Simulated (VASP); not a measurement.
MgZn2O6: single point with PBE

The system is MgZn2O6.

```xyz
9
Lattice="0.0000 3.8614 3.8614 3.8614 0.0000 3.8614 3.8614 3.8614 0.0000" Properties=species:S:1:pos:R:3 pbc="T T T"
Mg    0.0000    0.0000    0.0000
Zn    5.7920    5.7920    5.7920
Zn    1.9307    1.9307    1.9307
O     0.0000    1.9307    1.9307
O     1.9307    0.0000    1.9307
O     1.9307    1.9307    0.0000
O     3.8614    1.9307    1.9307
O     1.9307    3.8614    1.9307
O     1.9307    1.9307    3.8614
```

```json
{
  "Program": "VASP 6.6.1",
  "Task": "single point",
  "Functional": "PBE",
  "Potentials or basis": "VASP PAW PBE potentials, release 64 (Mg, Zn, O)",
  "Cutoff": "520 eV",
  "k mesh": "8 × 8 × 8",
  "Occupations": "gaussian, width 0.1 eV",
  "Spin": "collinear spin, ferromagnetic start",
  "Starting moments": "[0.0, 0.0, 0.0, 0.68, 0.68, 0.68, 0.68, 0.68, 0.68] μB",
  "Dipole correction": "no",
  "Further INCAR settings": "ALGO = Normal; EDIFF = 1e-06; NBANDS = 45"
}
```

* Pressure: 1.1 GPa
* Net moment: 4.61 μB per cell
* Site moments: Mg -0.01; Zn +0.07; O +0.64 μB
* Valence electrons inside the program's atomic spheres: Mg 0.14; Zn 10.97; O 4.85

Levels at points of the mesh, in eV from the Fermi level:
Spin up:
```
           k point  band 29  band 30  band 31  band 32  band 33  band 34  band 35  band 36  band 37  band 38
(0.00, 0.00, 0.00)    -1.29    -0.57    -0.57    -0.57     0.56     0.56     2.88     6.85     8.97    10.71
(0.50, 0.00, 0.00)    -1.31    -0.88    -0.65    -0.65    -0.58    -0.58     4.80     7.36     9.44     9.82
(0.50, 0.50, 0.00)    -1.62    -1.62    -1.30    -1.30    -0.61     0.55     5.43     7.50     9.06     9.06
```
Spin down:
| k point | band 27 | band 28 | band 29 | band 30 | band 31 | band 32 |
| --- | --- | --- | --- | --- | --- | --- |
| (0.00, 0.00, 0.00) | 0.03 | 0.03 | 0.03 | 0.96 | 0.96 | 0.96 |
| (0.50, 0.00, 0.00) | -0.55 | -0.55 | -0.10 | 0.47 | 0.47 | 0.65 |
| (0.50, 0.50, 0.00) | -0.63 | -0.63 | -0.20 | -0.20 | 0.19 | 0.19 |

Run time: 6.3 min on 1 thread of Intel(R) Xeon(R) Platinum 8375C CPU @ 2.90GHz (Ice Lake), on a shared host, peak memory 0.46 GiB.
